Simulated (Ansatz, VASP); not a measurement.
**C: VASP beside Ansatz**

```
CELL_PARAMETERS angstrom
-1.22251 -2.11745 0.00000
1.22251 -2.11745 0.00000
0.00000 0.00000 9.76799
ATOMIC_POSITIONS crystal
C 0.00000 0.00000 0.84602
C 0.33333 0.33333 0.16911
C 0.66667 0.66667 0.50756
C 0.00000 0.00000 0.50776
C 0.33333 0.33333 0.84621
C 0.66667 0.66667 0.16931
```

Alike in both runs: task single point; functional LDA; k mesh 12 × 12 × 3; occupations gaussian, width 0.05 eV; no spin polarisation.

|  | VASP | Ansatz |
| --- | --- | --- |
| version | VASP 6.6.1 | Ansatz 0.2.0 |
| potentials or method | VASP PAW LDA potentials, release 64 (C), cutoff 520 eV | scalar-relativistic, plane waves, PAW |
| valence electrons in the cell | 24 | 24 |

```tsv
	VASP	Ansatz	Ansatz less VASP
gap on the k mesh at the Fermi level (eV)	0.72	0.72	-0.002
least direct gap on the mesh (eV)	0.72	0.72	-0.002
pressure (GPa)	1.0	0.2	-0.84
traceless stress, the component that is largest in VASP (GPa)	-0.47	0.47	+0.941
rms of the force components (eV/Å)	0.016	0.015	-0.0003
```

LDA's correlation is that of Perdew and Zunger in VASP and of Perdew and Wang (1992) in Ansatz. Atom by atom the forces differ by 0.000 eV/Å (rms over components).
